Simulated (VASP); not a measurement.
A run of VASP 6.6.1 is set up as follows.

POSCAR

```
BaZrO3
1.0
    4.2053390482      0.0000000000      0.0000000000
    0.0000000000      4.2053390482      0.0000000000
    0.0000000000      0.0000000000      4.2053800592
Ba Zr O
1 1 3
Direct
    0.5000000000      0.5000000000      0.5720279748
    0.0000000000      0.0000000000      0.0719925218
    0.0000000000      0.5000000000      0.0719943115
    0.5000000000      0.0000000000      0.0719943115
    0.0000000000      0.0000000000      0.5719878704
```

File INCAR.step1:

```
PREC = Accurate
ENCUT = 520
ISMEAR = 0
SIGMA = 0.01
LREAL = False
LASPH = True
NELM = 100
NBANDS = 28
GGA = PE
ALGO = Normal
EDIFF = 1E-4
LWAVE = True
LCHARG = False
```

The input INCAR.step2:

```
PREC = Accurate
ENCUT = 520
EDIFF = 1E-6
ISMEAR = 0
SIGMA = 0.01
LREAL = False
LASPH = True
NELM = 100
ALGO = Normal
ISIF = 2
LWAVE = False
LCHARG = False
METAGGA = R2SCAN
LMIXTAU = True
NBANDS = 28
ISTART = 1
```

Contents of KPOINTS:

```
Automatic mesh
0
Gamma
  6 6 6
```

Potentials or basis: VASP PAW PBE potentials, release 64 (Ba_sv, Zr_sv, O).

Launch:

```console
$ cat potpaw_PBE.64/Ba_sv/POTCAR potpaw_PBE.64/Zr_sv/POTCAR potpaw_PBE.64/O/POTCAR > POTCAR
$ cp INCAR.step1 INCAR
$ mpirun -np 1 vasp_std > vasp.out
$ cp INCAR.step2 INCAR
$ mpirun -np 1 vasp_std > vasp.out
```

**Question.** Estimate the band gap on the k mesh.

**Answer.** 3.68 eV (least direct gap 3.93 eV).

**Question.** Predict the pressure.

**Answer.** 1.0 GPa.

Caveat: the PAW data sets were made with another functional, which shifts forces and pressure a little; spin-orbit coupling is left out, which moves the levels of the heavy elements. A k mesh can miss the band edges.
